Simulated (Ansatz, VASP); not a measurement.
## One calculation of N, two programs

```
N
1.0
     4.08406    0.00000    0.00000
     0.00000    4.08406    0.00000
     0.00000    0.00000    5.34591
N
4
Direct
  0.90428 0.90428 0.00000
  0.59572 0.40428 0.50000
  0.09572 0.09572 0.00000
  0.40428 0.59572 0.50000
```

Alike in both runs: task single point; functional PBEsol; k mesh 6 × 6 × 4; no spin polarisation.

```csv
,VASP,Ansatz
version,VASP 6.6.1,Ansatz 0.2.0
potentials or method,"VASP PAW PBE potentials, release 64 (N), cutoff 520 eV","plane waves, PAW"
occupations,"gaussian, width 0.01 eV",fixed
valence electrons in the cell,20,20
```

Ansatz gave:

```
pressure (GPa)                                                : -0.8
traceless stress, the component that is largest in VASP (GPa) : 1.15
```

Problem. Estimate VASP's values.

Solution. Pressure (GPa): 1.2; traceless stress, the component that is largest in VASP (GPa): -1.11.

VASP's potentials were made for PBE, not for PBEsol.

Noted on VASP's run: the standard files for N, O and F lose accuracy on very short bonds.
